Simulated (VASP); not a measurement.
# Os (Fm-3m) in VASP: further runs, part 2 of 2

VASP 6.6.1. Earlier steps stand in the parts before.

## (4) Single point, PBE+D4

INCAR reads:

```
  PREC = Accurate
  ENCUT = 520
  EDIFF = 1E-7
  ISMEAR = -1
  SIGMA = 0.05
  LREAL = False
  LASPH = True
  NELM = 60
  ALGO = Normal
  ISIF = 2
  LWAVE = False
  LCHARG = False
  GGA = PE
  IVDW = 13
  NBANDS = 10
```

KPOINTS reads:

```
regular mesh
0
Gamma
  12 12 12
```

POSCAR reads:

```
Os
1.0
    0.0000000000      1.9157669700      1.9157669700
    1.9157669700      0.0000000000      1.9157669700
    1.9157669700      1.9157669700      0.0000000000
Os
1
Direct
    0.0000000000      0.0000000000      0.0000000000
```

Potentials or basis: VASP PAW PBE potentials, release 64 (Os).

Launch:

```console
$ cat potpaw_PBE.64/Os/POTCAR > POTCAR
$ mpirun -np 1 vasp_std > vasp.out
```

OUTCAR:

```text
PREC = Accurate
   ENCUT = 520
   EDIFF = 1E-7
   ISMEAR = -1
   LREAL = False
   LASPH = True
   NELM = 60
   ISIF = 2
   GGA = PE
   IVDW = 13

 ion  position               nearest neighbor table
   1  0.000  0.000  0.000-

  LATTYP: Found a face centered cubic cell.
 ALAT       =     3.8315339400

  Lattice vectors:

 A1 = (   0.0000000000,   1.9157669700,   1.9157669700)
 A2 = (   1.9157669700,   0.0000000000,   1.9157669700)
 A3 = (   1.9157669700,   1.9157669700,   0.0000000000)

Analysis of symmetry for initial positions (statically):
=====================================================================
 Subroutine PRICEL returns:
 Original cell was already a primitive cell.

 Routine SETGRP: Setting up the symmetry group for a
 face centered cubic supercell.

 Subroutine GETGRP returns: Found 48 space group operations
 (whereof 48 operations were pure point group operations)
 out of a pool of 48 trial point group operations.

The static configuration has the point symmetry O_h .

Analysis of symmetry for dynamics (positions and initial velocities):
=====================================================================
 Subroutine PRICEL returns:
 Original cell was already a primitive cell.

 Routine SETGRP: Setting up the symmetry group for a
 face centered cubic supercell.

 Subroutine GETGRP returns: Found 48 space group operations
 (whereof 48 operations were pure point group operations)
 out of a pool of 48 trial point group operations.

The dynamic configuration has the point symmetry O_h .

 Subroutine INISYM returns: Found 48 space group operations
 (whereof 48 operations are pure point group operations),
 and found     1 'primitive' translations

----------------------------------------------------------------------------------------

                                     Primitive cell

  volume of cell :      14.0624

[... 108 lines left out ...]
  Fermi-wavevector in a.u.,A,eV,Ry     =   1.356497  2.563407 25.035861  1.840084
  Thomas-Fermi vector in A             =   2.483495
   LORBIT       =      0    0 simple, 1 ext, 2 COOP (PROOUT), +10 PAW based schemes
   GGA     = PE    functional components
   LHFCALC =     F    Hartree Fock is set to
   AEXX    =    0.0000 exact exchange contribution
   IVDW    =    13    specifies the selected vdW correction
   LEPSILON=     F    determine dielectric tensor
   LRPA    =     F    only Hartree local field effects (RPA)
 non-spin polarized calculation
  energy-cutoff  :      520.00
  volume of cell :       14.06
 maximum number of plane-waves:       392
   NGX =  9   NGY =  9   NGZ =  9

 number of electron       8.0000000 magnetization

 Free energy of the ion-electron system (eV)
  ---------------------------------------------------
  ext. energy  EPLUGINS =         0.00000000
  ---------------------------------------------------
  free energy    TOTEN  =       -11.12605736 eV

  energy without entropy =      -11.12192722  energy(sigma->0) =      -11.12399229

 E-fermi :   9.3471     XC(G=0): -14.0249

 val. band max:        9.3241561161   @ k =   0.0000   0.0000   0.0000
 cond. band min:       9.3785253567   @ k =  -0.4167   0.3333   0.0000
 fundamental gap:      0.0543692406
 Fermi energy:         9.3470927901

 k-point     1 :       0.0000    0.0000    0.0000
  band No.  band energies     occupation
      1      -1.5104      2.00000
      2       6.2917      2.00000
      3       6.2917      2.00000
      4       6.2917      2.00000
      5       9.3242      1.22543
      6       9.3242      1.22543
      7      23.5192      0.00000
      8      29.3168      0.00000
      9      29.3168      0.00000
     10      29.3168      0.00000
[... 287 lines left out ...]
 k-point    24 :      -0.4167    0.1667    0.0000
  band No.  band energies     occupation
      1       2.6293      2.00000
      2       5.2131      2.00000
      3       7.0429      2.00000
      4       7.0793      2.00000
      5      11.1937      0.00000
      6      14.3806      0.00000
      7      18.0304      0.00000
      8      25.0729      0.00000
      9      27.6753      0.00000
     10      29.7381      0.00000

 [... further k-points ...]

------------------------ aborting loop because EDIFF is reached ----------------------------------------

  DFT-D4 for vdW energy calculation

  Edisp (eV):   -0.69714

  FORCE on cell =-STRESS in cart. coord.  units (eV):
  Direction    XX          YY          ZZ          XY          YZ          ZX
  --------------------------------------------------------------------------------------
  -------------------------------------------------------------------------------------
  Total       0.00838     0.00838     0.00838     0.00000    -0.00000     0.00000
  in kB       0.95436     0.95436     0.95436     0.00000    -0.00000     0.00000
  external pressure =        0.95 kB  Pullay stress =        0.00 kB

 VOLUME and BASIS-vectors are now :
 -----------------------------------------------------------------------------
  energy-cutoff  :      520.00
  volume of cell :       14.06
      direct lattice vectors                 reciprocal lattice vectors
     0.000000000  1.915766970  1.915766970    -0.260992077  0.260992077  0.260992077
     1.915766970  0.000000000  1.915766970     0.260992077 -0.260992077  0.260992077
     1.915766970  1.915766970  0.000000000     0.260992077  0.260992077 -0.260992077

 POSITION                                       TOTAL-FORCE (eV/Angst)
 -----------------------------------------------------------------------------------
      0.00000      0.00000      0.00000         0.000000      0.000000      0.000000
 -----------------------------------------------------------------------------------
    total drift:                               -0.000000     -0.000000     -0.000000

  FREE ENERGIE OF THE ION-ELECTRON SYSTEM (eV)
  ---------------------------------------------------
  free  energy   TOTEN  =       -11.8231932072 eV

  energy  without entropy=      -11.8190630675  energy(sigma->0) =      -11.82112814
```

OSZICAR:

```text
N       E                     dE             d eps       ncg     rms          rms(c)
DAV:   1     0.381134218638E+02    0.38113E+02   -0.42404E+03  1480   0.752E+02
DAV:   2    -0.106063922668E+02   -0.48720E+02   -0.45522E+02  1484   0.204E+02
DAV:   3    -0.118053741071E+02   -0.11990E+01   -0.11850E+01  1702   0.293E+01
DAV:   4    -0.118086289784E+02   -0.32549E-02   -0.32545E-02  1596   0.170E+00
DAV:   5    -0.118086394092E+02   -0.10431E-04   -0.10430E-04  1590   0.864E-02    0.164E+01
DAV:   6    -0.112853316193E+02    0.52331E+00   -0.55355E-01  1716   0.590E+00    0.746E+00
DAV:   7    -0.111301219655E+02    0.15521E+00   -0.39983E-01  1798   0.477E+00    0.451E-01
DAV:   8    -0.111276460075E+02    0.24760E-02   -0.18647E-03  1486   0.354E-01    0.325E-01
DAV:   9    -0.111260708220E+02    0.15752E-02   -0.94567E-04  1594   0.329E-01    0.148E-02
DAV:  10    -0.111260637039E+02    0.71181E-05   -0.89728E-06  1544   0.222E-02    0.677E-03
DAV:  11    -0.111260574292E+02    0.62747E-05   -0.14892E-06  1582   0.179E-02    0.294E-03
DAV:  12    -0.111260573264E+02    0.10280E-06   -0.58339E-09   816   0.638E-04    0.438E-04
DAV:  13    -0.111260573585E+02   -0.32103E-07   -0.86610E-10   758   0.288E-04
   1 F= -.11823193E+02 E0= -.11821128E+02  d E =-.413014E-02
```

stdout:

```text
POSCAR found type information on POSCAR Os
 POSCAR found :  1 types and       1 ions
 scaLAPACK will be used
 LDA part: xc-table for (Slater+PW92), standard interpolation
 POSCAR, INCAR and KPOINTS ok, starting setup
 FFT: planning ... GRIDC
 FFT: planning ... GRID_SOFT
 FFT: planning ... GRID
 WAVECAR not read
 entering main loop
```

It took 14 s on 1 thread of AMD EPYC 7R13, shared host; peak memory 0.1 GiB.

What came out:

```yaml
Free_energy: -11.8232 eV
Pressure: 0.1 GPa
Band_gap_on_the_k_mesh: zero (band 4 reaches 11.68 eV, above the bottom of band 5 at 7.88 eV)
Dispersion_energy_per_atom: -0.697 eV
```

Levels at points of the mesh, in eV from the Fermi level:
```
           k point  band 1  band 2  band 3  band 4  band 5  band 6  band 7  band 8  band 9
(0.00, 0.00, 0.00)  -10.86   -3.06   -3.06   -3.06   -0.02   -0.02   14.17   19.97   19.97
(0.50, 0.00, 0.00)   -7.74   -3.21   -3.21   -0.30    2.38    2.38    8.89   13.71   20.27
(0.50, 0.50, 0.00)   -7.63   -6.92    2.27    2.34    3.06    3.06   12.16   12.18   12.18
```

Caveat: spin-orbit coupling is left out, which moves the levels of the heavy elements; pairwise dispersion overbinds metals, which lowers pressure and volume.

## (5) Single point, PBE+D3(BJ)

This run uses another cell than the first one, of 14.72 Å³/atom, 1.047 times its volume.

INCAR reads:

```
SYSTEM = Os
ALGO     = Normal         ! electronic algorithm
EDIFF    = 1E-6           ! SCF threshold, eV
ENCUT    = 520            ! plane-wave cutoff, eV
GGA      = PE             ! functional
ISIF     = 2              ! what is computed and relaxed
ISMEAR   = -1             ! smearing method
IVDW     = 12             ! dispersion correction
LASPH    = .True.         ! aspherical terms in the spheres
LCHARG   = .False.        ! write CHGCAR
LREAL    = .False.        ! projectors in reciprocal space
LWAVE    = .False.        ! write WAVECAR
NBANDS   = 10             ! bands
NELM     = 60             ! most SCF steps
PREC     = Accurate       ! precision mode
SIGMA    = 0.05           ! smearing width, eV
```

KPOINTS reads:

```
k-points
0
Gamma
  12 12 12
  0 0 0
```

POSCAR reads:

```
Os
1.0
    0.0000000000      1.9450000000      1.9450000000
    1.9450000000      0.0000000000      1.9450000000
    1.9450000000      1.9450000000      0.0000000000
Os
1
Direct
    0.0000000000      0.0000000000      0.0000000000
```

Launch:

```console
$ cat potpaw_PBE.64/Os/POTCAR > POTCAR
$ mpirun -np 1 vasp_std > vasp.out
```

Run time: 10 s. Hardware: 1 thread of AMD EPYC 7R13, shared host; peak memory 0.11 GiB.

Results (log left out):

```
Free energy                : -11.7402 eV
Pressure                   : -17.3 GPa
Band gap on the k mesh     : zero (band 4 reaches 10.85 eV, above the bottom of band 5 at 7.31 eV)
Dispersion energy per atom : -0.621 eV
```

Levels at points of the mesh, in eV from the Fermi level:
```
           k point  band 1  band 2  band 3  band 4  band 5  band 6  band 7  band 8
(0.00, 0.00, 0.00)  -10.44   -2.86   -2.86   -2.86   -0.03   -0.03   14.20   19.73
(0.50, 0.00, 0.00)   -7.32   -3.00   -3.00   -0.27    2.20    2.20    8.31   13.73
(0.50, 0.50, 0.00)   -7.16   -6.48    2.16    2.18    2.83    2.83   11.42   11.88
```

Caveat: three body term missing; spin-orbit coupling is left out, which moves the levels of the heavy elements; pairwise dispersion overbinds metals, which lowers pressure and volume.

## (6) The runs side by side

| level | cell | gap on the mesh (eV) | pressure (GPa) |
| --- | --- | --- | --- |
| PBE+D3(BJ) | a = 2.709 Å, angles 60.0°, 1 atom | none | 0.1 |
| PBE+D3(BJ) | a = 2.712 Å, angles 60.0°, 1 atom | none | -1.6 |
| PBE+D4 | a = 2.709 Å, angles 60.0°, 1 atom | none | 0.1 |
| PBE+D3(BJ) | a = 2.751 Å, angles 60.0°, 1 atom | none | -17.3 |

Alike in all rows: task single point; potentials or basis VASP PAW PBE potentials, release 64 (Os); no spin polarisation; k mesh 12 × 12 × 12; cutoff (eV) 520; smearing fermi-dirac 0.05 eV.

Caveats: spin-orbit coupling is left out, which moves the levels of the heavy elements; pairwise dispersion overbinds metals, which lowers pressure and volume; three body term missing (some runs).

Absolute energies hang on the potentials; compare differences alone.
